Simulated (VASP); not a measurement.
# Ti (P6_3/mmc) in VASP: notebook

Ti is run at these levels: PBE; tasks: single point.

All numbers are computed with VASP 6.6.1; they aren't measurements. Logs are shortened: lines on timing, memory, paths and dates and some standing lists are left out, and cuts for length are marked.

**1. The cell of the first run**

It takes space group P6_3/mmc (No. 194, hexagonal). The conventional cell has a = 2.950 Å, b = 2.950 Å, c = 4.780 Å, α = 90.00°, β = 90.00°, γ = 120.00°. Ti (site symmetry -6m2) has 12 Ti at 2.93 to 2.95 Å within 3.9 Å.

**2. Single point, PBE (strain +0.0200 x Voigt [0, 0, 1, 0, 0, 0])**

INCAR reads:

```
SYSTEM = Ti
ALGO = Fast
EDIFF = 1E-6
ENCUT = 520
GGA = PE
ISIF = 2
ISMEAR = 0
LASPH = .TRUE.
LCHARG = .TRUE.
LELF = .TRUE.
LREAL = .FALSE.
LVHAR = .TRUE.
LWAVE = .FALSE.
NBANDS = 19
NELM = 80
PREC = Accurate
SIGMA = 0.15
```

KPOINTS reads:

```
k-points
0
G
  18 18 10
  0 0 0
```

POSCAR reads:

```
Ti
1.0
    2.9499978604      0.0000000000      0.0000000000
   -1.4749989302      2.5547730882      0.0000000000
    0.0000000000      0.0000000000      4.7797200000
Ti
2
Direct
    0.3333333333      0.6666666667      0.2500000000
    0.6666666667      0.3333333333      0.7500000000
```

Potentials or basis: VASP PAW PBE potentials, release 64 (Ti_sv).

Run with:

```console
$ cat potpaw_PBE.64/Ti_sv/POTCAR > POTCAR
$ mpirun -np 1 vasp_std > vasp.out
```

OUTCAR:

```text
SYSTEM = Ti
   EDIFF = 1E-6
   ENCUT = 520
   GGA = PE
   ISIF = 2
   ISMEAR = 0
   LASPH = .TRUE.
   LREAL = .FALSE.
   NELM = 80
   PREC = Accurate

 ion  position               nearest neighbor table
   1  0.333  0.667  0.250-
   2  0.667  0.333  0.750-

  LATTYP: Found a hexagonal cell.
 ALAT       =     2.9499978604
 C/A-ratio  =     1.6202452429

  Lattice vectors:

 A1 = (   2.9499978604,   0.0000000000,   0.0000000000)
 A2 = (  -1.4749989302,   2.5547730882,   0.0000000000)
 A3 = (   0.0000000000,   0.0000000000,   4.7797200000)

Analysis of symmetry for initial positions (statically):
=====================================================================
 Subroutine PRICEL returns:
 Original cell was already a primitive cell.

 Routine SETGRP: Setting up the symmetry group for a
 hexagonal supercell.

 Subroutine GETGRP returns: Found 24 space group operations
 (whereof 12 operations were pure point group operations)
 out of a pool of 24 trial point group operations.

The static configuration has the point symmetry D_3d.
 The point group associated with its full space group is D_6h.

Analysis of symmetry for dynamics (positions and initial velocities):
=====================================================================
 Subroutine PRICEL returns:
 Original cell was already a primitive cell.

 Routine SETGRP: Setting up the symmetry group for a
 hexagonal supercell.

 Subroutine GETGRP returns: Found 24 space group operations
 (whereof 12 operations were pure point group operations)
 out of a pool of 24 trial point group operations.

The dynamic configuration has the point symmetry D_3d.
 The point group associated with its full space group is D_6h.

 Subroutine INISYM returns: Found 24 space group operations
 (whereof 12 operations are pure point group operations),
 and found     1 'primitive' translations

----------------------------------------------------------------------------------------

                                     Primitive cell

  volume of cell :      36.0227

  direct lattice vectors                    reciprocal lattice vectors
     2.949997860  0.000000000  0.000000000     0.338983297  0.195712098  0.000000000
    -1.474998930  2.554773088  0.000000000     0.000000000  0.391424195  0.000000000
     0.000000000  0.000000000  4.779720000     0.000000000  0.000000000  0.209217276

  length of vectors
     2.949997860  2.949997860  4.779720000     0.391424195  0.391424195  0.209217276

  position of ions in fractional coordinates (direct lattice)
     0.333333333  0.666666667  0.250000000
     0.666666667  0.333333333  0.750000000

  ion indices of the primitive-cell ions
   primitive index   ion index
                 1           1
                 2           2

----------------------------------------------------------------------------------------

 KPOINTS: k-points

Automatic generation of k-mesh.
 Grid dimensions read from file:
 generate k-points for:   18   18   10

 Generating k-lattice:

  Cartesian coordinates                     Fractional coordinates (reciprocal lattice)
     0.018832405  0.010872894  0.000000000     0.055555556  0.000000000  0.000000000
     0.000000000  0.021745789  0.000000000     0.000000000  0.055555556  0.000000000
     0.000000000  0.000000000  0.020921728     0.000000000  0.000000000  0.100000000

  Length of vectors
     0.021745789  0.021745789  0.020921728

  Shift w.r.t. Gamma in fractional coordinates (k-lattice)
     0.000000000  0.000000000  0.000000000

 Subroutine IBZKPT returns following result:
 ===========================================

 Found    222 irreducible k-points:

 Following reciprocal coordinates:
            Coordinates               Weight
  0.000000  0.000000  0.000000      1.000000
  0.055556  0.000000  0.000000      6.000000
  0.111111  0.000000  0.000000      6.000000
  0.166667 -0.000000  0.000000      6.000000
  0.222222 -0.000000  0.000000      6.000000
  0.277778  0.000000  0.000000      6.000000
[... 16 lines left out ...]
  0.333333  0.111111  0.000000     12.000000
  0.388889  0.111111  0.000000     12.000000
 [... further k-points ...]
   k-points           NKPTS =    222   k-points in BZ     NKDIM =    222   number of bands    NBANDS=     19
   number of dos      NEDOS =    301   number of ions     NIONS =      2
   total plane-waves  NPLWV =  20736
   dimension x,y,z NGX =    24 NGY =   24 NGZ =   36
   dimension x,y,z NGXF=    48 NGYF=   48 NGZF=   72
   ions per type =               2
   NGX,Y,Z   is equivalent  to a cutoff of  13.53, 13.53, 12.52 a.u.
   NGXF,Y,Z  is equivalent  to a cutoff of  27.05, 27.05, 25.04 a.u.
 SYSTEM =  Ti
   PREC   = accura    normal or accurate (medium, high low for compatibility)
   ISTART =      0    job   : 0-new  1-cont  2-samecut
   ICHARG =      2    charge: 1-file 2-atom 10-const
   ISPIN  =      1    spin polarized calculation?
   LNONCOLLINEAR =      F non collinear calculations
   LSORBIT =      F    spin-orbit coupling
   LASPH  =      T    aspherical Exc in radial PAW
   ENCUT  =  520.0 eV  38.22 Ry    6.18 a.u.   5.49  5.49  8.89*2*pi/ulx,y,z
   NELM   =     80;   NELMIN=  2; NELMDL= -5     # of ELM steps
   EDIFF  = 0.1E-05   stopping-criterion for ELM
   LREAL  =      F    real-space projection
   EDIFFG = 0.1E-04   stopping-criterion for IOM
   NSW    =      0    number of steps for IOM
   IBRION =     -1    ionic relax: 0-MD 1-quasi-New 2-CG
   NFREE  =      0    steps in history (QN), initial steepest desc. (CG)
   ISIF   =      2    stress and relaxation
   ISYM   =      2    0-nonsym 1-usesym 2-fastsym
   POTIM  = 0.5000    time-step for ionic-motion
   TEBEG  =    0.0;   TEEND  =   0.0 temperature during run
   PSTRESS=    0.0 pullay stress
   NELECT =      24.0000    total number of electrons
   NUPDOWN=      -1.0000    fix difference up-down
   EMIN   =  10.00;   EMAX   =-10.00  energy-range for DOS
   EFERMI =   0.00;   METHOD = LEGACY
   ISMEAR =     0;   SIGMA  =   0.15  broadening in eV -4-tet -1-fermi 0-gaus
   EFERMI_NEDOS =   21; number of points for ismear=-14 and -15
   IALGO  =     68    algorithm
   IMIX   =      4    mixing-type and parameters
     AMIX     =   0.40;   BMIX     =  1.00
     AMIX_MAG =   1.60;   BMIX_MAG =  1.00
  volume/ion in A,a.u.               =      18.01       121.55
  Fermi-wavevector in a.u.,A,eV,Ry     =   1.429837  2.701999 27.816196  2.044433
  Thomas-Fermi vector in A             =   2.549747
   LORBIT       =      0    0 simple, 1 ext, 2 COOP (PROOUT), +10 PAW based schemes
   GGA     = PE    functional components
   LHFCALC =     F    Hartree Fock is set to
   AEXX    =    0.0000 exact exchange contribution
   IVDW    =     0    specifies the selected vdW correction
   LEPSILON=     F    determine dielectric tensor
   LRPA    =     F    only Hartree local field effects (RPA)
 non-spin polarized calculation
 RMM-DIIS sequential band-by-band and
 Gauss-broadening in eV      SIGMA  =   0.15
  energy-cutoff  :      520.00
  volume of cell :       36.02
 maximum number of plane-waves:       996
 NGX is ok and might be reduce to    24
   NGX = 11   NGY = 11   NGZ = 17

 number of electron      23.9999994 magnetization

 Free energy of the ion-electron system (eV)
  ---------------------------------------------------
  ext. energy  EPLUGINS =         0.00000000
  ---------------------------------------------------
  free energy    TOTEN  =       -15.66298751 eV

  energy without entropy =      -15.63829138  energy(sigma->0) =      -15.65063944

 E-fermi :   7.9489     XC(G=0): -11.3275

 val. band max:        7.9485617852   @ k =   0.1667   0.0556   0.3000
 cond. band min:       7.9540045085   @ k =   0.1667  -0.0000   0.4000
 fundamental gap:      0.0054427233
 Fermi energy:         7.9488655555

 k-point     1 :       0.0000    0.0000    0.0000
  band No.  band energies     occupation
      1     -48.9589      2.00000
      2     -48.8508      2.00000
      3     -25.4907      2.00000
      4     -24.9176      2.00000
      5     -24.9176      2.00000
      6     -24.8914      2.00000
[... 11 lines left out ...]
     18       9.6225      0.00000
     19      10.9784      0.00000

 k-point     2 :       0.0556    0.0000    0.0000
  band No.  band energies     occupation
      1     -48.9562      2.00000
      2     -48.8496      2.00000
      3     -25.4847      2.00000
      4     -24.9309      2.00000
      5     -24.9219      2.00000
      6     -24.8936      2.00000
[... 11 lines left out ...]
     18       9.5758      0.00000
     19      11.0020      0.00000

 k-point     3 :       0.1111    0.0000    0.0000
  band No.  band energies     occupation
      1     -48.9482      2.00000
      2     -48.8459      2.00000
      3     -25.4671      2.00000
      4     -24.9693      2.00000
      5     -24.9340      2.00000
      6     -24.9003      2.00000
[... 11 lines left out ...]
     18       9.4510      0.00000
     19      11.0597      0.00000

 k-point     4 :       0.1667   -0.0000    0.0000
  band No.  band energies     occupation
      1     -48.9358      2.00000
      2     -48.8406      2.00000
      3     -25.4391      2.00000
      4     -25.0284      2.00000
      5     -24.9522      2.00000
      6     -24.9504      2.00000
[... 11 lines left out ...]
     18       9.6307      0.00000
     19      11.1292      0.00000

 k-point     5 :       0.2222   -0.0000    0.0000
  band No.  band energies     occupation
      1     -48.9202      2.00000
      2     -48.8344      2.00000
      3     -25.4025      2.00000
      4     -25.1013      2.00000
      5     -25.0216      2.00000
      6     -24.9738      2.00000
[... 11 lines left out ...]
     18       9.9532      0.00000
     19      11.1931      0.00000

 k-point     6 :       0.2778    0.0000    0.0000
  band No.  band energies     occupation
      1     -48.9029      2.00000
      2     -48.8284      2.00000
      3     -25.3600      2.00000
      4     -25.1793      2.00000
      5     -25.0956      2.00000
      6     -24.9963      2.00000
[... 11 lines left out ...]
     18      10.3206      0.00000
     19      11.2438      0.00000

 k-point     7 :       0.3333   -0.0000    0.0000
  band No.  band energies     occupation
      1     -48.8857      2.00000
      2     -48.8236      2.00000
      3     -25.3149      2.00000
      4     -25.2527      2.00000
      5     -25.1637      2.00000
      6     -25.0170      2.00000
[... 11 lines left out ...]
     18      10.6972      0.00000
     19      11.2799      0.00000

 k-point     8 :       0.3889   -0.0000    0.0000
  band No.  band energies     occupation
      1     -48.8705      2.00000
      2     -48.8209      2.00000
      3     -25.3127      2.00000
      4     -25.2717      2.00000
      5     -25.2183      2.00000
      6     -25.0337      2.00000
[... 256 lines left out ...]
 k-point    20 :       0.1667    0.1111    0.0000
  band No.  band energies     occupation
      1     -48.9140      2.00000
      2     -48.8321      2.00000
      3     -25.3875      2.00000
      4     -25.1069      2.00000
      5     -25.0712      2.00000
      6     -24.9668      2.00000
[... 11 lines left out ...]
     18      10.2176      0.00000
     19      11.1552      0.00000

 k-point    21 :       0.2222    0.1111    0.0000
  band No.  band energies     occupation
      1     -48.8975      2.00000
      2     -48.8267      2.00000
      3     -25.3461      2.00000
      4     -25.1772      2.00000
      5     -25.1268      2.00000
      6     -24.9993      2.00000
[... 11 lines left out ...]
     18      10.6420      0.00000
     19      11.1821      0.00000

 k-point    22 :       0.2778    0.1111    0.0000
  band No.  band energies     occupation
      1     -48.8809      2.00000
      2     -48.8226      2.00000
      3     -25.3020      2.00000
      4     -25.2452      2.00000
      5     -25.1761      2.00000
      6     -25.0304      2.00000
[... 11 lines left out ...]
     18      11.0975      0.00000
     19      11.2018      0.00000

 k-point    23 :       0.3333    0.1111    0.0000
  band No.  band energies     occupation
      1     -48.8663      2.00000
      2     -48.8204      2.00000
      3     -25.3006      2.00000
      4     -25.2593      2.00000
      5     -25.2159      2.00000
      6     -25.0555      2.00000
[... 11 lines left out ...]
     18      11.2141      0.00000
     19      11.5646      0.00000

 k-point    24 :       0.3889    0.1111    0.0000
  band No.  band energies     occupation
      1     -48.8555      2.00000
      2     -48.8202      2.00000
      3     -25.3367      2.00000
      4     -25.2418      2.00000
      5     -25.2250      2.00000
      6     -25.0717      2.00000
[... 11 lines left out ...]
     18      11.2203      0.00000
     19      12.0329      0.00000

 [... further k-points ...]
[... 5 lines left out ...]
  --------------------------------------------------------------------------------------
  -------------------------------------------------------------------------------------
  Total       -0.7419783     -0.7419783     -1.3031987      0.0000000      0.0000000      0.0000000
  in kB      -33.0008647    -33.0008647    -57.9621843      0.0000000      0.0000000      0.0000000
  external PRESSURE =     -41.3213045 kB  Pullay stress =       0.0000000 kB

 VOLUME and BASIS-vectors are now :
 -----------------------------------------------------------------------------
  energy-cutoff  :      520.00
  volume of cell :       36.02
      direct lattice vectors                 reciprocal lattice vectors
     2.949997860  0.000000000  0.000000000     0.338983297  0.195712098  0.000000000
    -1.474998930  2.554773088  0.000000000     0.000000000  0.391424195  0.000000000
     0.000000000  0.000000000  4.779720000     0.000000000  0.000000000  0.209217276

 POSITION                                       TOTAL-FORCE (eV/Angst)
 -----------------------------------------------------------------------------------
     -0.00000      1.70318      1.19493         0.000000      0.000000      0.000000
      1.47500      0.85159      3.58479        -0.000000     -0.000000      0.000000
 -----------------------------------------------------------------------------------
    total drift:                               -0.000000      0.000000     -0.000000

  FREE ENERGIE OF THE ION-ELECTRON SYSTEM (eV)
  ---------------------------------------------------
  free  energy   TOTEN  =       -15.6629875053 eV

  energy  without entropy=      -15.6382913808  energy(sigma->0) =      -15.65063944
```

It took 8.6 min on 1 thread of Intel Xeon Platinum 8488C (Sapphire Rapids), shared host; peak memory 0.24 GiB.

Results:

* Free energy: -15.6630 eV
* Pressure: -4.1 GPa
* Band gap on the k mesh: zero (band 12 reaches 8.68 eV, above the bottom of band 13 at 7.62 eV)

Levels at points of the mesh, in eV from the Fermi level:
```tsv
k point	band 10	band 11	band 12	band 13	band 14	band 15
(0.00, 0.00, 0.00)	-2.61	0.49	0.73	0.79	0.79	1.22
(0.50, 0.00, 0.00)	-2.04	-1.77	-0.57	0.53	0.59	1.05
(0.00, 0.00, 0.50)	-4.36	0.01	0.01	0.73	0.73	0.73
(0.50, 0.00, 0.50)	-2.44	-0.81	-0.81	1.26	1.26	1.73
```

Caveat: the cell differs from its parent crystal (strain +0.0200 x Voigt [0, 0, 1, 0, 0, 0]).

(Continued in part 2 of 2.)
